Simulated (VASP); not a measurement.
Input of a VASP 6.6.1 run:

The input POSCAR:

```
Pt
1.0
    2.6860242575      0.0000000000      0.0000000000
   -1.3430121287      2.3261652422      0.0000000000
    0.0000000000      0.0000000000      4.6373791465
Pt
2
Direct
    0.6666666667      0.3333333333      0.7500000000
    0.3333333333      0.6666666667      0.2500000000
```

The input INCAR.step1:

```
SYSTEM = Pt
PREC = Accurate
ENCUT = 520
ISMEAR = 0
SIGMA = 0.1
LREAL = .FALSE.
LASPH = .TRUE.
NELM = 60
NBANDS = 17
GGA = PE
ALGO = Normal
EDIFF = 1E-4
LWAVE = .TRUE.
LCHARG = .FALSE.
```

File INCAR.step2:

```
SYSTEM = Pt
PREC = Accurate
ENCUT = 520
EDIFF = 1E-6
ISMEAR = 0
SIGMA = 0.1
LREAL = .FALSE.
LASPH = .TRUE.
NELM = 60
ALGO = Normal
ISIF = 2
LWAVE = .FALSE.
LCHARG = .TRUE.
METAGGA = R2SCAN
LMIXTAU = .TRUE.
LELF = .TRUE.
LVHAR = .TRUE.
NBANDS = 17
ISTART = 1
```

Contents of KPOINTS:

```
regular mesh
0
G
  18 18 10
  0 0 0
```

Potentials or basis: VASP PAW PBE potentials, release 64 (Pt).

Launch:

```sh
$ cat potpaw_PBE.64/Pt/POTCAR > POTCAR
$ cp INCAR.step1 INCAR
$ mpirun -np 1 vasp_std > vasp.out
$ cp INCAR.step2 INCAR
$ mpirun -np 1 vasp_std > vasp.out
```

What does it give for the band gap on the k mesh?

Zero (band 10 reaches 12.37 eV, above the bottom of band 11 at 10.78 eV).

Predict the pressure.

20.2 GPa.

Stress tensor (GPa, compression positive):
```
20.36  0.00  0.00
 0.00 20.36  0.00
 0.00  0.00 20.01
```

Caveat: the PAW data sets were made with another functional, which shifts forces and pressure a little; spin-orbit coupling is left out, which moves the levels of the heavy elements.
